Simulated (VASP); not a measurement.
Wanted: the native input for a VASP 6.6.1 run.

- Task: relaxation of cell and atoms
- Functional: PBE
- Potentials or basis: VASP PAW PBE potentials, release 64 (Ca_sv, Al, O)
- Cutoff: 600 eV
- k mesh: 4 × 4 × 4
- Occupations: gaussian, width 0.1 eV
- Spin: no spin polarisation
- Dipole correction: no
- Further INCAR settings: ALGO = Normal; EDIFF = 1e-06; IBRION = 2; EDIFFG = -0.04; NSW = 90; ISIF = 3

The structure of Ca2AlO lies in POSCAR:

```
Ca2AlO
1.0
    3.8737609300      0.0000000000      0.0000000000
    0.0000000000      3.8737609300      0.0000000000
    0.0000000000      0.0000000000      5.4243657700
Ca Al O
2 1 1
Direct
    0.0000000000      0.5000000000      0.2249435300
    0.5000000000      0.0000000000      0.7750564700
    0.0000000000      0.0000000000      0.0000000000
    0.5000000000      0.5000000000      0.5000000000
```

The cell was generated, and may not be a known phase.

One way to write it, as run:

INCAR

```
  PREC = Accurate
  ENCUT = 600
  EDIFF = 1E-6
  ISMEAR = 0
  SIGMA = 0.1
  LREAL = False
  LASPH = True
  NELM = 80
  ALGO = Normal
  ISIF = 3
  LWAVE = False
  LCHARG = False
  GGA = PE
  IBRION = 2
  NSW = 90
  EDIFFG = -0.04
```

KPOINTS

```
Automatic mesh
0
Gamma
  4 4 4
```

Potentials or basis: VASP PAW PBE potentials, release 64 (Ca_sv, Al, O).

The run is started by

```console
$ cat potpaw_PBE.64/Ca_sv/POTCAR potpaw_PBE.64/Al/POTCAR potpaw_PBE.64/O/POTCAR > POTCAR
$ mpirun -np 1 vasp_std > vasp.out
```

Results of the run:

```json
{"Relaxed volume": "25.13 Å³/atom", "Relaxed cell": "a = 3.582 Å, b = 3.582 Å, c = 7.832 Å, α = 90.00°, β = 90.00°, γ = 90.00°", "Space group after relaxing (to 0.1 Å)": "P-4m2 (No. 115)", "Energy gained by relaxing": "1863.8 meV/atom", "Ionic steps": "23", "Pressure after relaxing": "0.0 GPa", "Largest force after relaxing": "0.015 eV/Å", "Band gap on the k mesh": "zero (an odd number of electrons rules out a gap without spin polarisation)"}
```

Caveat: the k points lie up to 0.44 Å⁻¹ apart in the final cell, too coarse for converged energies and pressures of a metal; the volume moved by over 15 % at a fixed basis, so the end points are rough; an odd number of electrons without spin polarisation forces a metal; a magnetic or distorted state may lie lower.

Run time: 4.7 min on 1 thread of AMD EPYC 9R45 96-Core Processor (Zen 5) (shared host), peak memory 0.21 GiB.
